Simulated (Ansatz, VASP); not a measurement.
This is a calculation of CuO for VASP 6.6.1.

Contents of INCAR:

```
SYSTEM = CuO
ALGO = Normal ; EDIFF = 1E-7
ENCUT = 520 ; GGA = PE
ISIF = 2 ; ISMEAR = -1
LASPH = .TRUE. ; LCHARG = .FALSE.
LREAL = .FALSE. ; LWAVE = .FALSE.
NBANDS = 16 ; NELM = 100
PREC = Accurate ; SIGMA = 0.05
```

File KPOINTS:

```
k-points
0
G
  11 11 10
  0 0 0
```

File POSCAR:

```
CuO
1.0
    2.8736494575      0.0000000000      0.0000000000
   -1.4368247237      2.4886534331      0.0000000000
    0.0000000000      0.0000000000      2.8045394939
Cu O
1 1
Direct
    0.0000000000      0.0000000000      0.0000000000
    0.6666666667      0.3333333333      0.5000000000
```

Potentials or basis: VASP PAW PBE potentials, release 64 (Cu, O).

The run is started by

```console
$ cat potpaw_PBE.64/Cu/POTCAR potpaw_PBE.64/O/POTCAR > POTCAR
$ mpirun -np 1 vasp_std > vasp.out
```

Q: Translate it to Ansatz 0.2.0. Potentials there: SSSP efficiency PAW.

A: As run (the cutoff follows the program's own potentials):

Contents of input.yaml:

```yaml
crystal:
  lattice:
    - [2.8736494575, 0.0, 0.0]
    - [-1.4368247237, 2.4886534331, 0.0]
    - [0.0, 0.0, 2.8045394939]
  atoms:
    - { symbol: Cu, position: [0.0, 0.0, 0.0] }
    - { symbol: O, position: [0.6666666667, 0.3333333333, 0.5] }
hamiltonian:
  xc: pbe
  pseudopotentials: { kind: paw, accuracy: standard }
kpoints:
  mp_grid: { grid: [11, 11, 10] }
scf:
  occupations: { method: fermi_dirac, width: 0.05 }
output:
  forces: true
  stress: true
  eigenvalues: true
```

Potentials or basis: SSSP efficiency PAW.

The run is started by

```console
$ ansatz run input.yaml --threads 2 --pin off --max-ram 5632MiB --backend cpu --events-out ev --progress --plain --runs-dir out
```

Both were run:

|  | VASP | Ansatz | Ansatz less VASP |
| --- | --- | --- | --- |
| gap on the k mesh at the Fermi level (eV) | none | none | - |
| pressure (GPa) | -6.2 | -6.5 | -0.22 |
| traceless stress, the component that is largest in VASP (GPa) | -7.54 | -7.53 | +0.013 |

A gap of «none» marks a metal or a gap that the smearing closes. The functional is the same, so the differences come from potentials, cutoffs and numerics.
